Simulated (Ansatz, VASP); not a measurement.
## One calculation of MgI2, two programs

```
CELL_PARAMETERS angstrom
4.15721 0.00000 0.00000
-2.07861 3.60025 0.00000
0.00000 0.00000 6.87333
ATOMIC_POSITIONS crystal
Mg 0.00000 0.00000 0.00000
I 0.33333 0.66667 0.24262
I 0.66667 0.33333 0.75738
```

Alike in both runs: task single point; functional PBE-based screened hybrid with a share of 1.0 of exact exchange and HFSCREEN = 0.1; k mesh 6 × 6 × 2; no spin polarisation.

```csv
,VASP,Ansatz
version,VASP 6.6.1,Ansatz 0.2.0
potentials or method,"VASP PAW PBE potentials, release 64 (Mg, I)",plane waves
plane-wave cutoff (eV),520,420
occupations,"gaussian, width 0.01 eV",fixed
valence electrons in the cell,16,44
```

|  | VASP | Ansatz | Ansatz less VASP |
| --- | --- | --- | --- |
| gap on the k mesh at the Fermi level (eV) | 8.98 | 8.98 | +0.003 |
| pressure (GPa) | -2.2 | -1.7 | +0.55 |
| rms of the force components (eV/Å) | 0.231 | 0.198 | -0.0335 |

VASP's potentials were made for PBE, not for PBE-based screened hybrid. Atom by atom the forces differ by 0.033 eV/Å (rms over components). VASP's potentials hold 16 valence electrons a cell and Ansatz's 44, so a difference there can come from the potentials and not from the codes. Ansatz's warnings: stress exchange threshold loose, stress scf threshold loose.

The k mesh is coarse, so the values compare programs but aren't converged. Spin-orbit coupling is off throughout.
